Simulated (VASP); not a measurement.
# Pd in VASP: single point with PBE

Aim: the single point of Pd with PBE.

Program: VASP 6.6.1. These are calculated values, not measurements. Logs are shortened: lines on timing, memory, paths and dates and some standing lists are left out, and cuts for length are marked.

## (1) The cell of the first run

The cell holds a slab with vacuum, 5 atoms: a = 2.790 Å, b = 3.946 Å, c = 21.581 Å, α = 90.00°, β = 90.00°, γ = 90.00°.

## (2) Single point, PBE

POSCAR reads:

```
Pd
1.0
    2.7903171792      0.0000000000      0.0000000000
    0.0000000000      3.9461043981      0.0000000000
    0.0000000000      0.0000000000     21.5806000000
Pd
5
Direct
    0.0000000000      0.0000000000      0.3707025210
    0.5000000000      0.5000000000      0.4353512603
    0.0000000000      0.0000000000      0.5000000000
    0.5000000000      0.5000000000      0.5646487397
    0.0000000000      0.0000000000      0.6292974790
```

INCAR.step1 reads:

```
SYSTEM = Pd
  PREC = Accurate
  ENCUT = 520
  EDIFF = 1E-6
  ISMEAR = -1
  SIGMA = 0.1
  LREAL = .False.
  LASPH = .True.
  NELM = 60
  ALGO = Normal
  ISIF = 2
  LWAVE = .False.
  LCHARG = .True.
  LMAXMIX = 4
  LDIPOL = .True.
  IDIPOL = 3
  DIPOL = 0.5 0.5 0.500
  GGA = PE
  NBANDS = 33
```

KPOINTS.step1 reads:

```
Automatic mesh
0
Gamma
  12 8 1
  0 0 0
```

INCAR.step2 reads:

```
SYSTEM = Pd
  PREC = Accurate
  ENCUT = 520
  EDIFF = 1E-6
  ISMEAR = -5
  SIGMA = 0.1
  LREAL = .False.
  LASPH = .True.
  NELM = 60
  ALGO = Normal
  ISIF = 2
  LWAVE = .False.
  LCHARG = .False.
  LMAXMIX = 4
  LDIPOL = .True.
  IDIPOL = 3
  DIPOL = 0.5 0.5 0.500
  GGA = PE
  LORBIT = 11
  NEDOS = 1001
  ICHARG = 11
```

KPOINTS.step2 reads:

```
Automatic mesh
0
Gamma
  18 12 1
  0 0 0
```

Potentials or basis: VASP PAW PBE potentials, release 64 (Pd).

Launch:

```
$ cat potpaw_PBE.64/Pd/POTCAR > POTCAR
$ cp INCAR.step1 INCAR
$ cp KPOINTS.step1 KPOINTS
$ mpirun -np 1 vasp_std > vasp.out
$ cp INCAR.step2 INCAR
$ cp KPOINTS.step2 KPOINTS
$ mpirun -np 1 vasp_std > vasp.out
```

OUTCAR:

```text
SYSTEM = Pd
   PREC = Accurate
   ENCUT = 520
   EDIFF = 1E-6
   ISMEAR = -5
   LREAL = .False.
   LASPH = .True.
   NELM = 60
   ISIF = 2
   GGA = PE
   LORBIT = 11
   ICHARG = 11

 ion  position               nearest neighbor table
   1  0.000  0.000  0.371-   3 2.79   2 2.79   2 2.79   2 2.79   2 2.79
   2  0.500  0.500  0.435-   1 2.79   1 2.79   1 2.79   1 2.79   3 2.79   3 2.79   3 2.79   3 2.79
                             4 2.79
   3  0.000  0.000  0.500-   1 2.79   5 2.79   4 2.79   2 2.79   2 2.79   4 2.79   2 2.79   4 2.79
                             2 2.79   4 2.79
   4  0.500  0.500  0.565-   5 2.79   5 2.79   5 2.79   5 2.79   3 2.79   3 2.79   3 2.79   3 2.79
                             2 2.79
   5  0.000  0.000  0.629-   3 2.79   4 2.79   4 2.79   4 2.79   4 2.79

  LATTYP: Found a simple orthorhombic cell.
 ALAT       =     2.7903171792
 B/A-ratio  =     1.4142135624
 C/A-ratio  =     7.7341028328

  Lattice vectors:

 A1 = (   2.7903171792,   0.0000000000,   0.0000000000)
 A2 = (   0.0000000000,   3.9461043981,   0.0000000000)
 A3 = (   0.0000000000,   0.0000000000,  21.5806000000)

Analysis of symmetry for initial positions (statically):
=====================================================================
 Subroutine PRICEL returns:
 Original cell was already a primitive cell.

 Routine SETGRP: Setting up the symmetry group for a
 simple orthorhombic supercell.

 Subroutine GETGRP returns: Found  8 space group operations
 (whereof  8 operations were pure point group operations)
 out of a pool of  8 trial point group operations.

The static configuration has the point symmetry D_2h.

Analysis of symmetry for dynamics (positions and initial velocities):
=====================================================================
 Subroutine PRICEL returns:
 Original cell was already a primitive cell.

 Routine SETGRP: Setting up the symmetry group for a
 simple orthorhombic supercell.

 Subroutine GETGRP returns: Found  8 space group operations
 (whereof  8 operations were pure point group operations)
 out of a pool of  8 trial point group operations.

The dynamic configuration has the point symmetry D_2h.

 Subroutine INISYM returns: Found  8 space group operations
 (whereof  8 operations are pure point group operations),
 and found     1 'primitive' translations

----------------------------------------------------------------------------------------

                                     Primitive cell

  volume of cell :     237.6215

  direct lattice vectors                    reciprocal lattice vectors
     2.790317179  0.000000000  0.000000000     0.358382197  0.000000000  0.000000000
     0.000000000  3.946104398  0.000000000     0.000000000  0.253414482  0.000000000
     0.000000000  0.000000000 21.580600000     0.000000000  0.000000000  0.046337915

  length of vectors
     2.790317179  3.946104398 21.580600000     0.358382197  0.253414482  0.046337915

  position of ions in fractional coordinates (direct lattice)
     0.000000000  0.000000000  0.370702521
     0.500000000  0.500000000  0.435351260
     0.000000000  0.000000000  0.500000000
     0.500000000  0.500000000  0.564648740
     0.000000000  0.000000000  0.629297479

  ion indices of the primitive-cell ions
   primitive index   ion index
                 1           1
                 2           2
                 3           3
                 4           4
                 5           5

----------------------------------------------------------------------------------------

 KPOINTS: Automatic mesh

Automatic generation of k-mesh.
 Grid dimensions read from file:
 generate k-points for:   18   12    1

 Generating k-lattice:

  Cartesian coordinates                     Fractional coordinates (reciprocal lattice)
     0.019910122  0.000000000  0.000000000     0.055555556  0.000000000  0.000000000
     0.000000000  0.021117873  0.000000000     0.000000000  0.083333333  0.000000000
     0.000000000  0.000000000  0.046337915     0.000000000  0.000000000  1.000000000

  Length of vectors
     0.019910122  0.021117873  0.046337915

  Shift w.r.t. Gamma in fractional coordinates (k-lattice)
     0.000000000  0.000000000  0.000000000

 TETIRR: Found    648 inequivalent tetrahedra from     1296

 Subroutine IBZKPT returns following result:
 ===========================================

 Found     70 irreducible k-points:

 Following reciprocal coordinates:
            Coordinates               Weight
  0.000000  0.000000  0.000000      1.000000
  0.055556  0.000000  0.000000      2.000000
  0.111111  0.000000  0.000000      2.000000
  0.166667  0.000000  0.000000      2.000000
  0.222222  0.000000  0.000000      2.000000
  0.277778  0.000000  0.000000      2.000000
[... 16 lines left out ...]
  0.111111  0.166667  0.000000      4.000000
  0.166667  0.166667  0.000000      4.000000
 [... further k-points ...]
   k-points           NKPTS =     70   k-points in BZ     NKDIM =     70   number of bands    NBANDS=     30
   number of dos      NEDOS =   1001   number of ions     NIONS =      5
   total plane-waves  NPLWV = 116640
   dimension x,y,z NGX =    24 NGY =   30 NGZ =  162
   dimension x,y,z NGXF=    48 NGYF=   60 NGZF=  324
   ions per type =               5
   NGX,Y,Z   is equivalent  to a cutoff of  14.30, 12.64, 12.48 a.u.
   NGXF,Y,Z  is equivalent  to a cutoff of  28.60, 25.28, 24.96 a.u.
 SYSTEM =  Pd
   PREC   = accura    normal or accurate (medium, high low for compatibility)
   ISTART =      0    job   : 0-new  1-cont  2-samecut
   ICHARG =     11    charge: 1-file 2-atom 10-const
   ISPIN  =      1    spin polarized calculation?
   LNONCOLLINEAR =      F non collinear calculations
   LSORBIT =      F    spin-orbit coupling
   LASPH  =      T    aspherical Exc in radial PAW
   ENCUT  =  520.0 eV  38.22 Ry    6.18 a.u.   5.19  7.34 40.13*2*pi/ulx,y,z
   NELM   =     60;   NELMIN=  2; NELMDL=  0     # of ELM steps
   EDIFF  = 0.1E-05   stopping-criterion for ELM
   LREAL  =      F    real-space projection
   EDIFFG = 0.1E-04   stopping-criterion for IOM
   NSW    =      0    number of steps for IOM
   IBRION =     -1    ionic relax: 0-MD 1-quasi-New 2-CG
   NFREE  =      0    steps in history (QN), initial steepest desc. (CG)
   ISIF   =      2    stress and relaxation
   ISYM   =      2    0-nonsym 1-usesym 2-fastsym
   POTIM  = 0.5000    time-step for ionic-motion
   TEBEG  =    0.0;   TEEND  =   0.0 temperature during run
   PSTRESS=    0.0 pullay stress
   NELECT =      50.0000    total number of electrons
   NUPDOWN=      -1.0000    fix difference up-down
   EMIN   =  10.00;   EMAX   =-10.00  energy-range for DOS
   EFERMI =   0.00;   METHOD = LEGACY
   ISMEAR =    -5;   SIGMA  =   0.10  broadening in eV -4-tet -1-fermi 0-gaus
   EFERMI_NEDOS =   21; number of points for ismear=-14 and -15
   IALGO  =     38    algorithm
   IMIX   =      4    mixing-type and parameters
     AMIX     =   0.40;   BMIX     =  1.00
     AMIX_MAG =   1.60;   BMIX_MAG =  1.00
  volume/ion in A,a.u.               =      47.52       320.71
  Fermi-wavevector in a.u.,A,eV,Ry     =   0.973725  1.840073 12.900231  0.948140
  Thomas-Fermi vector in A             =   2.104127
   LORBIT       =     11    0 simple, 1 ext, 2 COOP (PROOUT), +10 PAW based schemes
   GGA     = PE    functional components
   LHFCALC =     F    Hartree Fock is set to
   AEXX    =    0.0000 exact exchange contribution
   IVDW    =     0    specifies the selected vdW correction
   LEPSILON=     F    determine dielectric tensor
   LRPA    =     F    only Hartree local field effects (RPA)
 non-spin polarized calculation
 Fermi weights with tetrahedron method with Bloechl corrections
  energy-cutoff  :      520.00
  volume of cell :      237.62
 maximum number of plane-waves:      6446
 NGX is ok and might be reduce to    24

 number of electron      49.9999991 magnetization

 dipolmoment           0.000000      0.000000     -0.000000 electrons x Angstroem

 Free energy of the ion-electron system (eV)
  ---------------------------------------------------
  ext. energy  EPLUGINS =         0.00000000
  ---------------------------------------------------
  free energy    TOTEN  =       -23.85203841 eV

  energy without entropy =      -23.85203841  energy(sigma->0) =      -23.85203841

 E-fermi :  -0.2887     XC(G=0):  -5.0530

 val. band max:       -0.2765566455   @ k =   0.4444   0.0000   0.0000
 cond. band min:      -0.3255106341   @ k =   0.1667   0.2500   0.0000
 fundamental gap:     -0.0489539886
 Fermi energy:        -0.2886796576

 k-point     1 :       0.0000    0.0000    0.0000
  band No.  band energies     occupation
      1      -6.3367      2.00000
      2      -4.9234      2.00000
      3      -4.7047      2.00000
      4      -4.5058      2.00000
      5      -4.1497      2.00000
      6      -3.6194      2.00000
[... 22 lines left out ...]
     29       2.0018      0.00000
     30       3.9465      0.00000

 k-point     2 :       0.0556    0.0000    0.0000
  band No.  band energies     occupation
      1      -6.2664      2.00000
      2      -4.8694      2.00000
      3      -4.6496      2.00000
      4      -4.4771      2.00000
      5      -4.0917      2.00000
      6      -3.5359      2.00000
[... 718 lines left out ...]
 k-point    24 :       0.1667    0.1667    0.0000
  band No.  band energies     occupation
      1      -5.4890      2.00000
      2      -4.3771      2.00000
      3      -4.3697      2.00000
      4      -4.1693      2.00000
      5      -3.8319      2.00000
      6      -3.7500      2.00000
[... 22 lines left out ...]
     29       2.8328      0.00000
     30       4.2088      0.00000

 [... further k-points ...]

------------------------ aborting loop because EDIFF is reached ----------------------------------------

 vacuum level on the upper side and lower side of the slab       (xc-potential included)        -0.094        -0.094

  FORCE on cell =-STRESS in cart. coord.  units (eV):
  Direction    XX          YY          ZZ          XY          YZ          ZX
  --------------------------------------------------------------------------------------
  -------------------------------------------------------------------------------------
  Total       -3.1657544     -3.1871552     -2.2756568      0.0000000      0.0000000      0.0000000
  in kB      -21.3452944    -21.4895901    -15.3437562      0.0000000      0.0000000      0.0000000
  external PRESSURE =     -19.3928802 kB  Pullay stress =       0.0000000 kB

 VOLUME and BASIS-vectors are now :
 -----------------------------------------------------------------------------
  energy-cutoff  :      520.00
  volume of cell :      237.62
      direct lattice vectors                 reciprocal lattice vectors
     2.790317179  0.000000000  0.000000000     0.358382197  0.000000000  0.000000000
     0.000000000  3.946104398  0.000000000     0.000000000  0.253414482  0.000000000
     0.000000000  0.000000000 21.580600000     0.000000000  0.000000000  0.046337915

 POSITION                                       TOTAL-FORCE (eV/Angst)
 -----------------------------------------------------------------------------------
      0.00000      0.00000      7.99998        -0.000000     -0.000000      0.477955
      1.39516      1.97305      9.39514        -0.000000      0.000000     -0.453044
      0.00000      0.00000     10.79030        -0.000000      0.000000     -0.000000
      1.39516      1.97305     12.18546         0.000000     -0.000000      0.453044
      0.00000      0.00000     13.58062        -0.000000      0.000000     -0.477955
 -----------------------------------------------------------------------------------
    total drift:                                0.000000      0.000000     -0.000000

  FREE ENERGIE OF THE ION-ELECTRON SYSTEM (eV)
  ---------------------------------------------------
  free  energy   TOTEN  =       -23.8520384070 eV

  energy  without entropy=      -23.8520384070  energy(sigma->0) =      -23.85203841

 vacuum level on the upper side and lower side of the slab         4.370         4.370

 total charge

# of ion       s       p       d       tot
------------------------------------------
    1        0.405   0.239   8.554   9.199
    2        0.460   0.401   8.433   9.293
    3        0.463   0.434   8.441   9.339
    4        0.460   0.401   8.433   9.293
    5        0.405   0.239   8.554   9.199
--------------------------------------------------
tot          2.193   1.714  42.415  46.322
```

Wall time 10 min (1 thread of Oxide Virtual Turin-like, shared host); peak memory 0.51 GiB.

What came out:

```yaml
Valence_electrons_inside_the_program's_atomic_spheres: Pd 9.20, 9.29, 9.34 (each value once)
```

Levels at points of the mesh, in eV from the Fermi level:
```tsv
k point	band 21	band 22	band 23	band 24	band 25	band 26	band 27	band 28	band 29	band 30
(0.00, 0.00, 0.00)	-0.85	-0.60	-0.57	-0.25	-0.13	-0.12	0.22	0.35	2.29	4.24
(0.50, 0.00, 0.00)	-0.27	-0.12	0.07	0.13	0.19	2.47	2.56	3.05	3.16	3.53
(0.00, 0.50, 0.00)	-0.48	-0.30	-0.26	-0.18	-0.05	-0.04	0.08	0.31	0.82	1.59
(0.50, 0.50, 0.00)	0.00	0.00	0.01	0.10	0.13	2.33	2.55	4.83	5.36	7.06
```
